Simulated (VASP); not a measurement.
A run of VASP 6.6.1 is set up as follows.

Contents of INCAR:

```
PREC = Accurate
ENCUT = 520
EDIFF = 1E-6
ISMEAR = 0
SIGMA = 0.05
LREAL = Auto
LASPH = True
NELM = 150
ALGO = Normal
ISIF = 2
LWAVE = False
LCHARG = False
ISPIN = 2
MAGMOM = 0 0 0 0 0 0 0 0 0 0 0 0 0 0 0 0 0
LORBIT = 11
GGA = PE
IVDW = 12
NBANDS = 56
```

The input KPOINTS:

```
Automatic mesh
0
Gamma
  2 2 2
```

File POSCAR:

```
GaSi16
1.0
    0.0000000000      5.4300000000      5.4300000000
    5.4300000000      0.0000000000      5.4300000000
    5.4300000000      5.4300000000      0.0000000000
Si Ga
16 1
Direct
    0.0152834254      0.0154038674     -0.0459587477
    0.1189766114      0.1191104972      0.1162674033
   -0.0000706262      0.0001140884      0.4889413444
    0.1393810313      0.1395616943      0.5815368324
   -0.0334222836      0.5113014733      0.0109394107
    0.1189796501      0.6457720994      0.1162102210
   -0.0000339779      0.5110652855      0.4888744936
    0.1115291897      0.6280231123      0.6324406077
    0.5111714549     -0.0332567219      0.0108526703
    0.6456431860      0.1191437385      0.1161426335
    0.5108906077      0.0001826888      0.4887998158
    0.6278320442      0.1117775322      0.6323497238
    0.5111439227      0.5113229282      0.0107989871
    0.6063786372      0.6065600368      0.1804977901
    0.4829230203      0.4831604052      0.5507823204
    0.6278647330      0.6280886740      0.6322853591
    0.3460011050      0.3461497238      0.9617298343
```

Potentials or basis: VASP PAW PBE potentials, release 64 (Si, Ga_d).

The run is started by

```console
$ cat potpaw_PBE.64/Si/POTCAR potpaw_PBE.64/Ga_d/POTCAR > POTCAR
$ mpirun -np 1 vasp_std > vasp.out
```

Q: Estimate the dispersion energy per atom.

A: -0.331 eV.

Q: Estimate the net moment.

A: 0.00 μB per cell.

Stress tensor (GPa, compression positive):
```
 2.77 -0.68  0.68
-0.68  2.77  0.68
 0.68  0.68  2.77
```

Caveat: the k points lie up to 0.50 Å⁻¹ apart; no moment was typed at the start, so none could form.
